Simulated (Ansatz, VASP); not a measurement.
**Two plane-wave programs on Mn**

```
Mn
1.0
     0.00000    2.38030    2.38030
     2.38030    0.00000    2.38030
     2.38030    2.38030    0.00000
Mn
2
Direct
  0.12500 0.12500 0.12500
  0.87500 0.87500 0.87500
```

Alike in both runs: task single point; functional r2SCAN; k mesh 13 × 13 × 13; occupations fermi-dirac, width 0.05 eV; collinear spin.

|  | VASP | Ansatz |
| --- | --- | --- |
| version | VASP 6.6.1 | Ansatz 0.2.0 |
| potentials or method | VASP PAW PBE potentials, release 64 (Mn_pv), cutoff 520 eV | plane waves (500 eV) with PAW, scalar-relativistic |
| valence electrons in the cell | 26 | 30 |

```csv
,VASP,Ansatz,Ansatz less VASP
net moment per atom (μB),0.00,0.00,0.000
size of the moment on the site where the two differ most (μB),2.08,1.86,-0.211
```

VASP's potentials were made for PBE, not for r2SCAN. Site moments also hang on the region over which each program counts them. VASP's potentials hold 26 valence electrons a cell and Ansatz's 30, so a difference there can come from the potentials and not from the codes. Ansatz's warnings: stability check not made.
